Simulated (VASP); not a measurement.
# Ga3Se (Pm-3m) in VASP: further runs, part 2 of 2

VASP 6.6.1. Earlier steps stand in the parts before.

### 4 Single point, PBE-based screened hybrid

This run uses another cell than the first one, of 21.77 Å³/atom, 0.943 times its volume.

File POSCAR:

```
Ga3Se
1.0
    4.4324650000      0.0000000000      0.0000000000
    0.0000000000      4.4324650000      0.0000000000
    0.0000000000      0.0000000000      4.4324650000
Se Ga
1 3
Direct
    0.0000000000      0.0000000000      0.0000000000
    0.5000000000      0.5000000000      0.0000000000
    0.5000000000      0.0000000000      0.5000000000
    0.0000000000      0.5000000000      0.5000000000
```

File INCAR.step1:

```
  ALGO = Normal
  EDIFF = 1E-5
  ENCUT = 520
  GGA = PE
  ISIF = 2
  ISMEAR = -1
  KPAR = 4
  LASPH = True
  LCHARG = False
  LREAL = False
  LWAVE = True
  NBANDS = 30
  NELM = 80
  PREC = Accurate
  SIGMA = 0.05
```

File INCAR.step2:

```
  AEXX = 0.25
  ALGO = Normal
  EDIFF = 1E-6
  ENCUT = 520
  GGA = PE
  HFSCREEN = 0.2078699
  ISIF = 2
  ISMEAR = -1
  ISTART = 1
  KPAR = 4
  LASPH = True
  LCHARG = False
  LHFCALC = True
  LREAL = False
  LWAVE = False
  NBANDS = 30
  NELM = 80
  PREC = Accurate
  PRECFOCK = Normal
  SIGMA = 0.05
```

File KPOINTS:

```
k-points
0
Gamma
  4 4 4
```

Potentials or basis: VASP PAW PBE potentials, release 64 (Se, Ga_d).

Launch:

```bash
$ cat potpaw_PBE.64/Se/POTCAR potpaw_PBE.64/Ga_d/POTCAR > POTCAR
$ cp INCAR.step1 INCAR
$ mpirun -np 4 vasp_std > vasp.out
$ cp INCAR.step2 INCAR
$ mpirun -np 4 vasp_std > vasp.out
```

OUTCAR:

```text
AEXX = 0.25
   EDIFF = 1E-6
   ENCUT = 520
   GGA = PE
   HFSCREEN = 0.2078699
   ISIF = 2
   ISMEAR = -1
   ISTART = 1
   LASPH = True
   LHFCALC = True
   LREAL = False
   NELM = 80
   PREC = Accurate
   PRECFOCK = Normal

 ion  position               nearest neighbor table
   1  0.000  0.000  0.000-
   2  0.500  0.500  0.000-
   3  0.500  0.000  0.500-
   4  0.000  0.500  0.500-

  LATTYP: Found a simple cubic cell.
 ALAT       =     4.4324650000

  Lattice vectors:

 A1 = (   4.4324650000,   0.0000000000,   0.0000000000)
 A2 = (   0.0000000000,   4.4324650000,   0.0000000000)
 A3 = (   0.0000000000,   0.0000000000,   4.4324650000)

Analysis of symmetry for initial positions (statically):
=====================================================================
 Subroutine PRICEL returns:
 Original cell was already a primitive cell.

 Routine SETGRP: Setting up the symmetry group for a
 simple cubic supercell.

[... 158 lines left out ...]
  ---------------------------------------------------
  free energy    TOTEN  =       -14.33945514 eV

  energy without entropy =      -14.32685306  energy(sigma->0) =      -14.33315410

 E-fermi :   4.6310     XC(G=0):  -8.4889

 val. band max:        4.5956638531   @ k =   0.5000   0.2500   0.2500
 cond. band min:       4.9662487814   @ k =   0.5000   0.2500   0.0000
 fundamental gap:      0.3705849283
 Fermi energy:         4.6310310463

 k-point     1 :       0.0000    0.0000    0.0000
  band No.  band energies     occupation
      1     -13.3605      2.00000
      2     -13.3573      2.00000
      3     -13.3573      2.00000
      4     -13.3573      2.00000
      5     -13.3090      2.00000
      6     -13.3090      2.00000
[... 319 lines left out ...]
     29      14.1199      0.00000
     30      14.1199      0.00000

------------------------ aborting loop because EDIFF is reached ----------------------------------------

  FORCE on cell =-STRESS in cart. coord.  units (eV):
  Direction    XX          YY          ZZ          XY          YZ          ZX
  --------------------------------------------------------------------------------------
  -------------------------------------------------------------------------------------
  Total       -0.4325415     -0.4325415     -0.4325415     -0.0000000      0.0000000     -0.0000000
  in kB       -7.9579726     -7.9579726     -7.9579726     -0.0000000      0.0000000     -0.0000000
  external PRESSURE =      -7.9579726 kB  Pullay stress =       0.0000000 kB

 VOLUME and BASIS-vectors are now :
 -----------------------------------------------------------------------------
  energy-cutoff  :      520.00
  volume of cell :       87.08
      direct lattice vectors                 reciprocal lattice vectors
     4.432465000  0.000000000  0.000000000     0.225608098  0.000000000  0.000000000
     0.000000000  4.432465000  0.000000000     0.000000000  0.225608098  0.000000000
     0.000000000  0.000000000  4.432465000     0.000000000  0.000000000  0.225608098

 POSITION                                       TOTAL-FORCE (eV/Angst)
 -----------------------------------------------------------------------------------
      0.00000      0.00000      0.00000         0.000000      0.000000      0.000000
      2.21623      2.21623      0.00000         0.000000      0.000000      0.000000
      2.21623      0.00000      2.21623         0.000000      0.000000      0.000000
      0.00000      2.21623      2.21623         0.000000      0.000000      0.000000
 -----------------------------------------------------------------------------------
    total drift:                                0.000001     -0.000006      0.000005

  FREE ENERGIE OF THE ION-ELECTRON SYSTEM (eV)
  ---------------------------------------------------
  free  energy   TOTEN  =       -14.3394551356 eV

  energy  without entropy=      -14.3268530555  energy(sigma->0) =      -14.33315410
```

OUTCAR.step1:

```text
EDIFF = 1E-5
   ENCUT = 520
   GGA = PE
   ISIF = 2
[... 542 lines left out ...]
      0.00000      0.00000      0.00000         0.000000      0.000000      0.000000
      2.21623      2.21623      0.00000         0.000000      0.000000      0.000000
      2.21623      0.00000      2.21623         0.000000      0.000000      0.000000
      0.00000      2.21623      2.21623         0.000000      0.000000      0.000000
 -----------------------------------------------------------------------------------
    total drift:                                0.000000      0.000000      0.000000

  FREE ENERGIE OF THE ION-ELECTRON SYSTEM (eV)
  ---------------------------------------------------
  free  energy   TOTEN  =       -12.3705865697 eV

  energy  without entropy=      -12.3565676620  energy(sigma->0) =      -12.36357712
```

OSZICAR.step1:

```text
N       E                     dE             d eps       ncg     rms          rms(c)
DAV:   1     0.312798697159E+03    0.31280E+03   -0.22010E+04   618   0.248E+03
DAV:   2     0.286213427895E+02   -0.28418E+03   -0.27558E+03   614   0.524E+02
DAV:   3    -0.109288058607E+02   -0.39550E+02   -0.38070E+02   710   0.141E+02
DAV:   4    -0.124990278675E+02   -0.15702E+01   -0.15636E+01   676   0.289E+01
DAV:   5    -0.125391732274E+02   -0.40145E-01   -0.40097E-01   706   0.465E+00    0.301E+00
DAV:   6    -0.123798957244E+02    0.15928E+00   -0.41498E-01   784   0.591E+00    0.174E+00
DAV:   7    -0.123735076189E+02    0.63881E-02   -0.59531E-02   684   0.116E+00    0.764E-01
DAV:   8    -0.123706934163E+02    0.28142E-02   -0.88626E-03   702   0.712E-01    0.786E-02
DAV:   9    -0.123705679191E+02    0.12550E-03   -0.18411E-03   788   0.357E-01    0.504E-02
DAV:  10    -0.123705828142E+02   -0.14895E-04   -0.24218E-04   724   0.153E-01    0.116E-02
DAV:  11    -0.123705865697E+02   -0.37555E-05   -0.29122E-05   660   0.386E-02
   1 F= -.12370587E+02 E0= -.12363577E+02  d E =-.140189E-01
```

Wall time 25 min (4 MPI ranks of Intel Xeon Platinum 8488C (Sapphire Rapids), shared host); peak memory 0.33 GiB.

Results:

| Item | Value |
| --- | --- |
| Free energy | -14.3395 eV |
| Pressure | -0.8 GPa |

Caveat: the PAW data sets were made with another functional, which shifts forces and pressure a little.

### 5 Relaxation of cell and atoms, PBE, target pressure 30 GPa, at which the enthalpy is minimised

This run uses another cell than the first one, of 21.77 Å³/atom, 0.943 times its volume.

File INCAR:

```
ALGO = Normal ; EDIFF = 1E-6
EDIFFG = -0.01 ; ENCUT = 600
GGA = PE ; IBRION = 2
ISIF = 3 ; ISMEAR = -1
LASPH = True ; LCHARG = False
LREAL = False ; LWAVE = False
NELM = 80 ; NSW = 60
PREC = Accurate ; PSTRESS = 300.0
SIGMA = 0.05
```

File KPOINTS:

```
k-points
0
Gamma
  6 6 6
```

POSCAR is that of step 4.

Launch:

```bash
$ cat potpaw_PBE.64/Se/POTCAR potpaw_PBE.64/Ga_d/POTCAR > POTCAR
$ mpirun -np 1 vasp_std > vasp.out
```

Run time: 6 min. Hardware: 1 thread of Intel Xeon Platinum 8375C at 2.90GHz (Ice Lake), shared host; peak memory 0.24 GiB.

Results (log left out):

| Quantity | Value |
| --- | --- |
| Free energy | -10.6782 eV |
| Relaxed volume | 15.19 Å³/atom |
| Relaxed cell | a = 3.931 Å, b = 3.931 Å, c = 3.931 Å, α = 90.00°, β = 90.00°, γ = 90.00° |
| Space group after relaxing (to 0.05 Å) | Pm-3m (No. 221) |
| Energy change on relaxing (the enthalpy is what falls) | +436.2 meV/atom |
| Ionic steps | 9 |
| Pressure after relaxing | 30.1 GPa |

The path:
```csv
step,energy change (eV),largest force (eV/Å),pressure (GPa),volume (Å³)
1,0.0000,0.0000,-0.49,87.08
2,8.1691,0.0000,117.63,44.61
3,1.5130,0.0000,26.91,62.07
4,1.6706,0.0000,29.05,61.17
5,1.7549,0.0000,30.12,60.71
6,1.7374,0.0000,29.84,60.81
7,1.7484,0.0000,30.29,60.75
8,1.7413,0.0000,29.72,60.78
9,1.7449,0.0000,30.07,60.77
```

Final structure:
```
Se Ga
1.0
     3.93145    0.00000    0.00000
     0.00000    3.93145    0.00000
     0.00000    0.00000    3.93145
Se Ga
1 3
Direct
  0.00000 0.00000 0.00000
  0.50000 0.50000 0.00000
  0.50000 0.00000 0.50000
  0.00000 0.50000 0.50000
```

Levels at points of the mesh, in eV from the Fermi level:
| k point | band 20 | band 21 | band 22 | band 23 | band 24 | band 25 | band 26 | band 27 |
| --- | --- | --- | --- | --- | --- | --- | --- | --- |
| (0.00, 0.00, 0.00) | -5.66 | -2.59 | -2.59 | 2.03 | 2.03 | 2.03 | 5.27 | 5.27 |
| (0.50, 0.00, 0.00) | -4.19 | -1.49 | -1.14 | -1.14 | -0.90 | 0.22 | 5.40 | 5.40 |
| (0.50, 0.50, 0.00) | -3.16 | -1.23 | 0.04 | 0.04 | 1.23 | 1.23 | 1.95 | 2.23 |
| (0.50, 0.50, 0.50) | -5.68 | -5.68 | -5.68 | -5.30 | 5.82 | 5.82 | 5.82 | 11.44 |

Caveat: the cell is relaxed towards a set pressure, so the enthalpy falls and the energy may rise; the volume moved by over 15 % at a fixed basis, so the end points are rough.

### 6 Overview

```csv
task,level,cell,k mesh,cutoff (eV),grid for exact exchange (PRECFOCK),share of exact exchange,screening parameter,gap on the mesh (eV),pressure (GPa)
single point,r2SCAN,"a = 4.519 Å, 4 atoms",6 × 6 × 6,520,-,-,-,none,-3.3
single point,PBE,"a = 4.432 Å, 4 atoms",4 × 4 × 4,520,-,-,-,none,0.0
single point,PBE-based screened hybrid,"a = 4.432 Å, 4 atoms",4 × 4 × 4,520,Normal,0.25,0.20787 1/Å,none,-0.8
relaxation of cell and atoms,PBE,"relaxed to 30 GPa from a = 4.432 Å, 4 atoms",6 × 6 × 6,600,-,-,-,none,30.1
```

Alike in all rows: potentials or basis VASP PAW PBE potentials, release 64 (Se, Ga_d); no spin polarisation; smearing fermi-dirac 0.05 eV.

Caveats: the PAW data sets were made with another functional, which shifts forces and pressure a little (some runs); the cell is relaxed towards a set pressure, so the enthalpy falls and the energy may rise (some runs); the volume moved by over 15 % at a fixed basis, so the end points are rough (some runs).

Total energies depend on the potentials used, so only differences within one code and one set of settings carry meaning.
